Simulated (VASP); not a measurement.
Runs of VASP 6.6.1 on Mo. The structure is that of space group I4/mmm (No. 139), or close to it. The cells are those of the table. 

| cell | further INCAR settings | gap on the mesh (eV) | pressure (GPa) |
| --- | --- | --- | --- |
| a = 2.815, b = 2.815, c = 2.930 Å, angles 58.6, 58.6, 62.7°, 1 atom | ALGO = Fast; EDIFF = 1e-06; NBANDS = 13 | none | (b) |
| a = 2.962, b = 2.962, c = 2.682 Å, angles 63.1, 63.1, 53.8°, 1 atom | ALGO = Fast; EDIFF = 1e-06; NBANDS = 13 | none | -3.4 |
| a = 2.774, b = 2.774, c = 3.290 Å, angles 53.6, 53.6, 72.7°, 1 atom | ALGO = Fast; EDIFF = 1e-06; NBANDS = 13 | none | -7.2 |
| a = 2.776, b = 2.776, c = 3.096 Å, angles 56.1, 56.1, 67.8°, 1 atom | ALGO = Fast; EDIFF = 1e-07; NBANDS = 13 | none | -7.0 |
| a = 2.902, b = 2.902, c = 2.761 Å, angles 61.6, 61.6, 56.8°, 1 atom | ALGO = Fast; EDIFF = 1e-06; NBANDS = 13 | none | (a) |
| a = 3.109, b = 3.109, c = 2.539 Å, angles 65.9, 65.9, 48.2°, 1 atom | ALGO = Fast; EDIFF = 1e-06; NBANDS = 13 | none | 2.3 |
| a = 3.028, b = 3.028, c = 2.611 Å, angles 64.5, 64.5, 51.1°, 1 atom | ALGO = Fast; EDIFF = 1e-06; NBANDS = 13 | none | -1.8 |
| a = 3.173, b = 3.173, c = 2.489 Å, angles 66.9, 66.9, 46.2°, 1 atom | ALGO = Fast; EDIFF = 1e-07; NBANDS = 13 | none | 7.2 |

Alike in all rows: task single point; level PBE; potentials or basis VASP PAW PBE potentials, release 64 (Mo_sv); no spin polarisation; k mesh 22 × 22 × 22; cutoff (eV) 520; smearing gaussian 0.15 eV.

Task: Fill in the values left out.

Result: (a) -4.1; (b) -4.2.

A k mesh can miss the band edges, and the runs leave out spin-orbit coupling on Mo.

A gap of «none» marks levels without a gap at the run's occupations.
